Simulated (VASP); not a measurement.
A run of VASP 6.6.1 is set up as follows.

INCAR

```
PREC = Accurate
ENCUT = 520
EDIFF = 1E-6
ISMEAR = 0
SIGMA = 0.1
LREAL = Auto
LASPH = T
NELM = 100
ALGO = Normal
ISIF = 2
LWAVE = F
LCHARG = F
GGA = PS
NBANDS = 86
```

KPOINTS

```
Automatic mesh
0
Gamma
  6 6 6
```

Contents of POSCAR:

```
In7GaN8
1.0
    0.0000000000      0.0000000000     -5.6438436722
   -6.9858051749      0.0000000029      0.0000000000
    3.4929025900      6.0498847459      0.0000000000
Ga In N
1 7 8
Direct
    0.0011878968      0.6666666667      0.3333333333
    0.0020313871      0.1661129354      0.3322258708
    0.0020313871      0.6677741292      0.8338870646
    0.0020313871      0.1661129354      0.8338870646
    0.5017252878      0.3403505236      0.1701752618
    0.5017252878      0.8298247382      0.1701752618
    0.5020285665      0.3333333333      0.6666666667
    0.5017252878      0.8298247382      0.6596494764
    0.6535428348      0.6666666667      0.3333333333
    0.6202738236      0.1655262255      0.3310524511
    0.6202738236      0.6689475489      0.8344737745
    0.6202738236      0.1655262255      0.8344737745
    0.1164352136      0.3555489013      0.1777744506
    0.1164352136      0.8222255494      0.1777744506
    0.1218435654      0.3333333333      0.6666666667
    0.1164352136      0.8222255494      0.6444510987
```

Potentials or basis: VASP PAW PBE potentials, release 64 (Ga_d, In_d, N).

Run with:

```sh
$ cat potpaw_PBE.64/Ga_d/POTCAR potpaw_PBE.64/In_d/POTCAR potpaw_PBE.64/N/POTCAR > POTCAR
$ mpirun -np 1 vasp_std > vasp.out
```

(1) Estimate the pressure.

(2) Predict the largest force.

(3) Estimate the band gap on the k mesh.

## Answers

(1) 0.2 GPa.

(2) 0.034 eV/Å.

(3) zero (filled and empty bands touch).

Caveat: semilocal functionals underestimate gaps, so a narrow gap can read as zero; the PAW data sets were made with another functional, which shifts forces and pressure a little; spin-orbit coupling is left out, which moves the levels of the heavy elements.
